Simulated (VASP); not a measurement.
PbS:

```xyz
2
Lattice="0.0000 2.9052 2.9052 2.9052 0.0000 2.9052 2.9052 2.9052 0.0000" Properties=species:S:1:pos:R:3 pbc="T T T"
Pb    0.0000    0.0000    0.0000
S     2.9052    2.9052    2.9052
```

Base run:

```yaml
Program: VASP 6.6.1
Functional: RPBE
Potentials_or_basis: VASP PAW PBE potentials, release 64 (Pb_d, S)
Cutoff: 520 eV
k_mesh: 8 × 8 × 8
Occupations: fermi-dirac, width 0.05 eV
Spin: no spin polarisation
```

Its results: band gap on the k mesh 0.20 eV; pressure 8.6 GPa.

Task: The run is repeated on the same cell with these changes: functional from RPBE to HF; k mesh from 8 × 8 × 8 to 4 × 4 × 4. What comes out?

Result: Band gap on the k mesh 5.13 eV; pressure 13.1 GPa.

Several settings changed at once.

Caveats: some runs use coarse meshes; the PAW data sets were made with another functional, which shifts forces and pressure a little; spin-orbit coupling is left out, which moves the levels of the heavy elements; the cell stands under pressure (at least some runs).

A k mesh can miss the band edges.
